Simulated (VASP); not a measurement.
# CsCl (Pm-3m) in VASP: notebook

Runs on CsCl. Level: PBE. Tasks: electric field gradients.

All numbers are computed with VASP 6.6.1; they aren't measurements. Logs are shortened: lines on timing, memory, paths and dates and some standing lists are left out, and cuts for length are marked.

### 1 The cell of the first run

It takes space group Pm-3m (No. 221, cubic). The conventional cell has a = 4.053 Å, b = 4.053 Å, c = 4.053 Å, α = 90.00°, β = 90.00°, γ = 90.00°. Within 4.6 Å of Cs (site symmetry m-3m) lie 8 Cl at 3.51 Å and 6 Cs at 4.05 Å. Within 4.6 Å of Cl (site symmetry m-3m) lie 8 Cs at 3.51 Å and 6 Cl at 4.05 Å.

### 2 Electric field gradients, PBE (volume scaled by 0.95)

File INCAR:

```
SYSTEM = CsCl
  ALGO = Normal
  EDIFF = 1E-8
  ENCUT = 400
  GGA = PE
  GGA_COMPAT = .FALSE.
  ISIF = 2
  ISMEAR = -1
  LASPH = .TRUE.
  LCHARG = .FALSE.
  LEFG = .TRUE.
  LREAL = .FALSE.
  LWAVE = .FALSE.
  NBANDS = 15
  NELM = 120
  PREC = Accurate
  SIGMA = 0.03
```

File KPOINTS:

```
k-points
0
G
  6 6 6
  0 0 0
```

File POSCAR:

```
CsCl
1.0
    4.0531051414      0.0000000000      0.0000000000
    0.0000000000      4.0531051414      0.0000000000
    0.0000000000      0.0000000000      4.0531051414
Cs Cl
1 1
Direct
    0.0000000000      0.0000000000      0.0000000000
    0.5000000000      0.5000000000      0.5000000000
```

Potentials or basis: VASP PAW PBE potentials, release 64 (Cs_sv, Cl).

The run is started by

```bash
cat potpaw_PBE.64/Cs_sv/POTCAR potpaw_PBE.64/Cl/POTCAR > POTCAR
mpirun -np 1 vasp_std > vasp.out
```

OUTCAR:

```text
SYSTEM = CsCl
   EDIFF = 1E-8
   ENCUT = 400
   GGA = PE
   ISIF = 2
   ISMEAR = -1
   LASPH = .TRUE.
   LREAL = .FALSE.
   NELM = 120
   PREC = Accurate

 ion  position               nearest neighbor table
   1  0.000  0.000  0.000-
   2  0.500  0.500  0.500-

  LATTYP: Found a simple cubic cell.
 ALAT       =     4.0531051414

  Lattice vectors:

 A1 = (   4.0531051414,   0.0000000000,   0.0000000000)
 A2 = (   0.0000000000,   4.0531051414,   0.0000000000)
 A3 = (   0.0000000000,   0.0000000000,   4.0531051414)

Analysis of symmetry for initial positions (statically):
=====================================================================
 Subroutine PRICEL returns:
 Original cell was already a primitive cell.

 Routine SETGRP: Setting up the symmetry group for a
 simple cubic supercell.

 Subroutine GETGRP returns: Found 48 space group operations
 (whereof 48 operations were pure point group operations)
 out of a pool of 48 trial point group operations.

The static configuration has the point symmetry O_h .

Analysis of symmetry for dynamics (positions and initial velocities):
=====================================================================
 Subroutine PRICEL returns:
 Original cell was already a primitive cell.

 Routine SETGRP: Setting up the symmetry group for a
 simple cubic supercell.

 Subroutine GETGRP returns: Found 48 space group operations
 (whereof 48 operations were pure point group operations)
 out of a pool of 48 trial point group operations.

The dynamic configuration has the point symmetry O_h .

 Subroutine INISYM returns: Found 48 space group operations
 (whereof 48 operations are pure point group operations),
 and found     1 'primitive' translations

----------------------------------------------------------------------------------------

                                     Primitive cell

  volume of cell :      66.5830

  direct lattice vectors                    reciprocal lattice vectors
     4.053105141  0.000000000  0.000000000     0.246724416  0.000000000  0.000000000
     0.000000000  4.053105141  0.000000000     0.000000000  0.246724416  0.000000000
     0.000000000  0.000000000  4.053105141     0.000000000  0.000000000  0.246724416

  length of vectors
     4.053105141  4.053105141  4.053105141     0.246724416  0.246724416  0.246724416

  position of ions in fractional coordinates (direct lattice)
     0.000000000  0.000000000  0.000000000
     0.500000000  0.500000000  0.500000000

  ion indices of the primitive-cell ions
   primitive index   ion index
                 1           1
                 2           2

----------------------------------------------------------------------------------------

 KPOINTS: k-points

Automatic generation of k-mesh.
 Grid dimensions read from file:
 generate k-points for:    6    6    6

 Generating k-lattice:

  Cartesian coordinates                     Fractional coordinates (reciprocal lattice)
     0.041120736  0.000000000  0.000000000     0.166666667  0.000000000  0.000000000
     0.000000000  0.041120736  0.000000000     0.000000000  0.166666667  0.000000000
     0.000000000  0.000000000  0.041120736     0.000000000  0.000000000  0.166666667

  Length of vectors
     0.041120736  0.041120736  0.041120736

  Shift w.r.t. Gamma in fractional coordinates (k-lattice)
     0.000000000  0.000000000  0.000000000

 Subroutine IBZKPT returns following result:
 ===========================================

 Found     20 irreducible k-points:

 Following reciprocal coordinates:
            Coordinates               Weight
  0.000000  0.000000  0.000000      1.000000
  0.166667  0.000000  0.000000      6.000000
  0.333333  0.000000  0.000000      6.000000
  0.500000  0.000000  0.000000      3.000000
  0.166667  0.166667  0.000000     12.000000
  0.333333  0.166667  0.000000     24.000000
[... 12 lines left out ...]
  0.500000  0.500000  0.333333      6.000000
  0.500000  0.500000  0.500000      1.000000
   k-points           NKPTS =     20   k-points in BZ     NKDIM =     20   number of bands    NBANDS=     15
   number of dos      NEDOS =    301   number of ions     NIONS =      2
   total plane-waves  NPLWV =  21952
   dimension x,y,z NGX =    28 NGY =   28 NGZ =   28
   dimension x,y,z NGXF=    56 NGYF=   56 NGZF=   56
   ions per type =               1   1
   NGX,Y,Z   is equivalent  to a cutoff of  11.48, 11.48, 11.48 a.u.
   NGXF,Y,Z  is equivalent  to a cutoff of  22.97, 22.97, 22.97 a.u.
 SYSTEM =  CsCl
   PREC   = accura    normal or accurate (medium, high low for compatibility)
   ISTART =      0    job   : 0-new  1-cont  2-samecut
   ICHARG =      2    charge: 1-file 2-atom 10-const
   ISPIN  =      1    spin polarized calculation?
   LNONCOLLINEAR =      F non collinear calculations
   LSORBIT =      F    spin-orbit coupling
   LASPH  =      T    aspherical Exc in radial PAW
   ENCUT  =  400.0 eV  29.40 Ry    5.42 a.u.   6.61  6.61  6.61*2*pi/ulx,y,z
   NELM   =    120;   NELMIN=  2; NELMDL= -5     # of ELM steps
   EDIFF  = 0.1E-07   stopping-criterion for ELM
   LREAL  =      F    real-space projection
   EDIFFG = 0.1E-06   stopping-criterion for IOM
   NSW    =      0    number of steps for IOM
   IBRION =     -1    ionic relax: 0-MD 1-quasi-New 2-CG
   NFREE  =      0    steps in history (QN), initial steepest desc. (CG)
   ISIF   =      2    stress and relaxation
   ISYM   =      2    0-nonsym 1-usesym 2-fastsym
   POTIM  = 0.5000    time-step for ionic-motion
   TEBEG  =    0.0;   TEEND  =   0.0 temperature during run
   PSTRESS=    0.0 pullay stress
   NELECT =      16.0000    total number of electrons
   NUPDOWN=      -1.0000    fix difference up-down
   EMIN   =  10.00;   EMAX   =-10.00  energy-range for DOS
   EFERMI =   0.00;   METHOD = LEGACY
   ISMEAR =    -1;   SIGMA  =   0.03  broadening in eV -4-tet -1-fermi 0-gaus
   EFERMI_NEDOS =   21; number of points for ismear=-14 and -15
   IALGO  =     38    algorithm
   IMIX   =      4    mixing-type and parameters
     AMIX     =   0.40;   BMIX     =  1.00
     AMIX_MAG =   1.60;   BMIX_MAG =  1.00
  volume/ion in A,a.u.               =      33.29       224.66
  Fermi-wavevector in a.u.,A,eV,Ry     =   1.017795  1.923354 14.094364  1.035907
  Thomas-Fermi vector in A             =   2.151216
   LORBIT       =      0    0 simple, 1 ext, 2 COOP (PROOUT), +10 PAW based schemes
   GGA     = PE    functional components
   LHFCALC =     F    Hartree Fock is set to
   AEXX    =    0.0000 exact exchange contribution
   IVDW    =     0    specifies the selected vdW correction
   LEPSILON=     F    determine dielectric tensor
   LRPA    =     F    only Hartree local field effects (RPA)
 non-spin polarized calculation
  energy-cutoff  :      400.00
  volume of cell :       66.58
 maximum number of plane-waves:      1228
 NGX is ok and might be reduce to    28
   NGX = 13   NGY = 13   NGZ = 13

 number of electron      16.0000001 magnetization

 Free energy of the ion-electron system (eV)
  ---------------------------------------------------
  ext. energy  EPLUGINS =         0.00000000
  ---------------------------------------------------
  free energy    TOTEN  =        -6.49162804 eV

  energy without entropy =       -6.49162804  energy(sigma->0) =       -6.49162804

 E-fermi :   0.6450     XC(G=0):  -8.4953

 val. band max:       -0.0335684207   @ k =   0.0000   0.0000   0.0000
 cond. band min:       5.3041569429   @ k =   0.0000   0.0000   0.0000
 fundamental gap:      5.3377253636
 Fermi energy:         0.6449576459

 k-point     1 :       0.0000    0.0000    0.0000
  band No.  band energies     occupation
      1     -19.3558      2.00000
      2     -12.2888      2.00000
      3      -5.8062      2.00000
      4      -5.8062      2.00000
      5      -5.8062      2.00000
      6      -0.0336      2.00000
      7      -0.0336      2.00000
      8      -0.0336      2.00000
      9       5.3042      0.00000
     10       5.3042      0.00000
     11       5.4686      0.00000
     12      10.1750      0.00000
     13      10.1750      0.00000
     14      10.1750      0.00000
     15      13.3610      0.00000
[... 325 lines left out ...]
 k-point    20 :       0.5000    0.5000    0.5000
  band No.  band energies     occupation
      1     -19.0889      2.00000
      2     -12.1047      2.00000
      3      -6.4029      2.00000
      4      -6.4029      2.00000
      5      -6.4029      2.00000
      6      -1.2672      2.00000
      7      -1.2672      2.00000
      8      -1.2672      2.00000
      9       8.6888      0.00000
     10       8.6888      0.00000
     11       8.6888      0.00000
     12      10.7951      0.00000
     13      10.7951      0.00000
     14      10.7951      0.00000
     15      12.8010      0.00000

------------------------ aborting loop because EDIFF is reached ----------------------------------------

  FORCE on cell =-STRESS in cart. coord.  units (eV):
  Direction    XX          YY          ZZ          XY          YZ          ZX
  --------------------------------------------------------------------------------------
  -------------------------------------------------------------------------------------
  Total        0.8978587      0.8978587      0.8978587      0.0000000     -0.0000000      0.0000000
  in kB       21.6050345     21.6050345     21.6050345      0.0000000     -0.0000000      0.0000000
  external PRESSURE =      21.6050345 kB  Pullay stress =       0.0000000 kB

 VOLUME and BASIS-vectors are now :
 -----------------------------------------------------------------------------
  energy-cutoff  :      400.00
  volume of cell :       66.58
      direct lattice vectors                 reciprocal lattice vectors
     4.053105141  0.000000000  0.000000000     0.246724416  0.000000000  0.000000000
     0.000000000  4.053105141  0.000000000     0.000000000  0.246724416  0.000000000
     0.000000000  0.000000000  4.053105141     0.000000000  0.000000000  0.246724416

 POSITION                                       TOTAL-FORCE (eV/Angst)
 -----------------------------------------------------------------------------------
      0.00000      0.00000      0.00000         0.000000      0.000000      0.000000
      2.02655      2.02655      2.02655         0.000000      0.000000      0.000000
 -----------------------------------------------------------------------------------
    total drift:                                0.000000      0.000000      0.000000

  FREE ENERGIE OF THE ION-ELECTRON SYSTEM (eV)
  ---------------------------------------------------
  free  energy   TOTEN  =        -6.4916280380 eV

  energy  without entropy=       -6.4916280380  energy(sigma->0) =       -6.49162804

 Electric field gradients (V/A^2)
---------------------------------------------------------------------
 ion       V_xx      V_yy      V_zz      V_xy      V_xz      V_yz
---------------------------------------------------------------------
   1      -0.000    -0.000    -0.000     0.000    -0.000     0.000
   2       0.000     0.000     0.000     0.000     0.000    -0.000
---------------------------------------------------------------------

 Electric field gradients after diagonalization (V/A^2)
 (convention: |V_zz| > |V_xx| > |V_yy|)
----------------------------------------------------------------------
 ion       V_xx      V_yy      V_zz     asymmetry (V_yy - V_xx)/ V_zz
----------------------------------------------------------------------
   1      -0.000    -0.000    -0.000      -0.270
   2       0.000     0.000     0.000      -0.057
----------------------------------------------------------------------

           NMR quadrupolar parameters

 Cq : quadrupolar parameter    Cq=e*Q*V_zz/h
 eta: asymmetry parameters     (V_yy - V_xx)/ V_zz
 Q  : nuclear electric quadrupole moment in mb (millibarn)
----------------------------------------------------------------------
 ion       Cq(MHz)       eta       Q (mb)
----------------------------------------------------------------------
   1      -0.000      -0.270       1.000
   2       0.000      -0.057       1.000
----------------------------------------------------------------------
```

Run time: 12 s. Hardware: 1 thread of Intel Xeon Platinum 8259CL at 2.50GHz (Skylake/Cascade Lake), shared host; peak memory 0.15 GiB.

What came out:

```
Free energy            : -6.4916 eV
Pressure               : 2.2 GPa
Band gap on the k mesh : 5.34 eV, direct
```

Caveat: without QUAD_EFG the Cq values of the log hold for a quadrupole moment of 1 mb, not for the nuclei; spin-orbit coupling is left out, which moves the levels of the heavy elements.

### 3 Electric field gradients, PBE (volume scaled by 0.975)

File INCAR:

```
SYSTEM = CsCl
ALGO = Normal ; EDIFF = 1E-8
ENCUT = 400 ; GGA = PE
GGA_COMPAT = .False. ; ISIF = 2
ISMEAR = -1 ; LASPH = .True.
LCHARG = .False. ; LEFG = .True.
LREAL = .False. ; LWAVE = .False.
NBANDS = 15 ; NELM = 120
PREC = Accurate ; SIGMA = 0.03
```

File KPOINTS:

```
k-points
0
Gamma
  6 6 6
  0 0 0
```

File POSCAR:

```
CsCl
1.0
    4.0883513030      0.0000000000      0.0000000000
    0.0000000000      4.0883513030      0.0000000000
    0.0000000000      0.0000000000      4.0883513030
Cs Cl
1 1
Direct
    0.0000000000      0.0000000000      0.0000000000
    0.5000000000      0.5000000000      0.5000000000
```

Potentials or basis: VASP PAW PBE potentials, release 64 (Cs_sv, Cl).

The run is started by

```bash
cat potpaw_PBE.64/Cs_sv/POTCAR potpaw_PBE.64/Cl/POTCAR > POTCAR
mpirun -np 1 vasp_std > vasp.out
```

OUTCAR:

```text
SYSTEM = CsCl
   EDIFF = 1E-8
   ENCUT = 400
   GGA = PE
   ISIF = 2
   ISMEAR = -1
   LASPH = .True.
   LREAL = .False.
   NELM = 120
   PREC = Accurate

 ion  position               nearest neighbor table
   1  0.000  0.000  0.000-
   2  0.500  0.500  0.500-

  LATTYP: Found a simple cubic cell.
 ALAT       =     4.0883513030

  Lattice vectors:

 A1 = (   4.0883513030,   0.0000000000,   0.0000000000)
 A2 = (   0.0000000000,   4.0883513030,   0.0000000000)
[... 563 lines left out ...]

  FREE ENERGIE OF THE ION-ELECTRON SYSTEM (eV)
  ---------------------------------------------------
  free  energy   TOTEN  =        -6.5123324866 eV

  energy  without entropy=       -6.5123324866  energy(sigma->0) =       -6.51233249

 Electric field gradients (V/A^2)
---------------------------------------------------------------------
 ion       V_xx      V_yy      V_zz      V_xy      V_xz      V_yz
---------------------------------------------------------------------
   1       0.000    -0.000     0.000    -0.000     0.000    -0.000
   2       0.000     0.000    -0.000     0.000    -0.000    -0.000
---------------------------------------------------------------------

 Electric field gradients after diagonalization (V/A^2)
 (convention: |V_zz| > |V_xx| > |V_yy|)
----------------------------------------------------------------------
 ion       V_xx      V_yy      V_zz     asymmetry (V_yy - V_xx)/ V_zz
----------------------------------------------------------------------
   1      -0.000     0.000     0.000       0.145
   2      -0.000     0.000     0.000       0.517
----------------------------------------------------------------------

           NMR quadrupolar parameters

 Cq : quadrupolar parameter    Cq=e*Q*V_zz/h
 eta: asymmetry parameters     (V_yy - V_xx)/ V_zz
 Q  : nuclear electric quadrupole moment in mb (millibarn)
----------------------------------------------------------------------
 ion       Cq(MHz)       eta       Q (mb)
----------------------------------------------------------------------
   1       0.000       0.145       1.000
   2       0.000       0.517       1.000
----------------------------------------------------------------------
```

OSZICAR:

```text
N       E                     dE             d eps       ncg     rms          rms(c)
DAV:   1     0.786257561482E+02    0.78626E+02   -0.58059E+03   600   0.746E+02
DAV:   2    -0.158425067857E+01   -0.80210E+02   -0.73133E+02   882   0.152E+02
DAV:   3    -0.687505262980E+01   -0.52908E+01   -0.52718E+01   733   0.419E+01
DAV:   4    -0.691866103775E+01   -0.43608E-01   -0.43599E-01   747   0.471E+00
DAV:   5    -0.691919058934E+01   -0.52955E-03   -0.52954E-03   775   0.511E-01    0.232E+00
DAV:   6    -0.655434772482E+01    0.36484E+00   -0.40972E-01   754   0.372E+00    0.165E+00
DAV:   7    -0.651139140808E+01    0.42956E-01   -0.14753E-01   768   0.206E+00    0.110E+00
DAV:   8    -0.651253001087E+01   -0.11386E-02   -0.17969E-02   698   0.825E-01    0.207E-01
DAV:   9    -0.651211168017E+01    0.41833E-03   -0.22713E-03   761   0.260E-01    0.102E-01
DAV:  10    -0.651232360495E+01   -0.21192E-03   -0.33136E-04   684   0.125E-01    0.138E-02
DAV:  11    -0.651233284062E+01   -0.92357E-05   -0.19289E-05   789   0.299E-02    0.135E-02
DAV:  12    -0.651233249297E+01    0.34765E-06   -0.82811E-06   726   0.172E-02    0.507E-03
DAV:  13    -0.651233245725E+01    0.35722E-07   -0.39583E-07   726   0.407E-03    0.207E-03
DAV:  14    -0.651233248380E+01   -0.26546E-07   -0.16295E-07   775   0.225E-03    0.401E-04
DAV:  15    -0.651233248660E+01   -0.28087E-08   -0.76326E-09   426   0.539E-04
   1 F= -.65123325E+01 E0= -.65123325E+01  d E =-.517650E-11
```

It took 12 s on 1 thread of Intel Xeon Platinum 8259CL at 2.50GHz (Skylake/Cascade Lake), shared host; peak memory 0.15 GiB.

What came out:

```yaml
Free_energy: -6.5123 eV
Pressure: 1.6 GPa
Band_gap_on_the_k_mesh: 5.37 eV, direct
```

Caveat: without QUAD_EFG the Cq values of the log hold for a quadrupole moment of 1 mb, not for the nuclei; spin-orbit coupling is left out, which moves the levels of the heavy elements.
